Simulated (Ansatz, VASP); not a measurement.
TiCo2: VASP beside Ansatz

File POSCAR:

```
TiCo2
1.0
    0.0000000000      3.4105610004      3.4105610004
    3.4105610004      0.0000000000      3.4105610004
    3.4105610004      3.4105610004      0.0000000000
Ti Co
2 4
Direct
    0.5000000000      0.5000000000      0.5000000000
    0.7500000000      0.7500000000      0.7500000000
    0.1250000000      0.1250000000      0.1250000000
    0.6250000000      0.1250000000      0.1250000000
    0.1250000000      0.1250000000      0.6250000000
    0.1250000000      0.6250000000      0.1250000000
```

INCAR.step1

```
  ALGO = Normal
  EDIFF = 1E-4
  ENCUT = 520
  GGA = PE
  ISMEAR = 0
  ISPIN = 2
  LASPH = True
  LCHARG = False
  LMAXMIX = 4
  LREAL = False
  LWAVE = True
  MAGMOM = -0.71 -0.71 1.69 1.69 1.69 1.69
  NBANDS = 43
  NELM = 150
  PREC = Accurate
  SIGMA = 0.1
```

Contents of INCAR.step2:

```
  ALGO = Normal
  EDIFF = 1E-6
  ENCUT = 520
  ISIF = 2
  ISMEAR = 0
  ISPIN = 2
  ISTART = 1
  LASPH = True
  LCHARG = False
  LMAXMIX = 4
  LMIXTAU = True
  LORBIT = 11
  LREAL = False
  LWAVE = False
  MAGMOM = -0.71 -0.71 1.69 1.69 1.69 1.69
  METAGGA = R2SCAN
  NBANDS = 43
  NELM = 150
  PREC = Accurate
  SIGMA = 0.1
```

KPOINTS

```
k-points
0
Gamma
  10 10 10
```

Input for Ansatz:

```yaml
crystal:
  lattice:
    - [0.0, 3.4105610004, 3.4105610004]
    - [3.4105610004, 0.0, 3.4105610004]
    - [3.4105610004, 3.4105610004, 0.0]
  atoms:
    - { symbol: Ti, position: [0.5, 0.5, 0.5], spin: -0.71 }
    - { symbol: Ti, position: [0.75, 0.75, 0.75], spin: -0.71 }
    - { symbol: Co, position: [0.125, 0.125, 0.125], spin: 1.69 }
    - { symbol: Co, position: [0.625, 0.125, 0.125], spin: 1.69 }
    - { symbol: Co, position: [0.125, 0.125, 0.625], spin: 1.69 }
    - { symbol: Co, position: [0.125, 0.625, 0.125], spin: 1.69 }
basis:
  ecutwfc: 500
kpoints:
  mp_grid: { grid: [10, 10, 10] }
hamiltonian:
  xc: r2scan
scf:
  occupations: { method: gaussian, width: 0.1 }
output:
  forces: true
  stress: true
  eigenvalues: true
  populations: true
magnetization:
  spin_polarized: true
```

Change from the starting cell: equal strain along all axes, cell held, atoms relaxed: +2.0 %.

Alike in both runs: task single point; functional r2SCAN; k mesh 10 × 10 × 10; occupations gaussian, width 0.1 eV; collinear spin.

|  | VASP | Ansatz |
| --- | --- | --- |
| version | VASP 6.6.1 | Ansatz 0.2.0 |
| potentials or method | VASP PAW PBE potentials, release 64 (Ti_sv, Co), cutoff 520 eV | scalar-relativistic, plane waves, PAW |
| valence electrons in the cell | 60 | 92 |

```tsv
	VASP	Ansatz	Ansatz less VASP
gap on the k mesh at the Fermi level (eV)	none	none	-
pressure (GPa)	-9.3	-9.4	-0.07
net moment per atom (μB)	0.68	0.70	+0.012
size of the moment on the site where the two differ most (μB)	1.59	1.65	+0.057
```

VASP's potentials were made for PBE, not for r2SCAN. Site moments also hang on the region over which each program counts them. A gap of «none» marks a metal or a gap that the smearing closes. The functional is the same, so the differences come from potentials, cutoffs and numerics. VASP's potentials hold 60 valence electrons a cell and Ansatz's 92, so a difference there can come from the potentials and not from the codes. Ansatz's warnings: stability check not made.
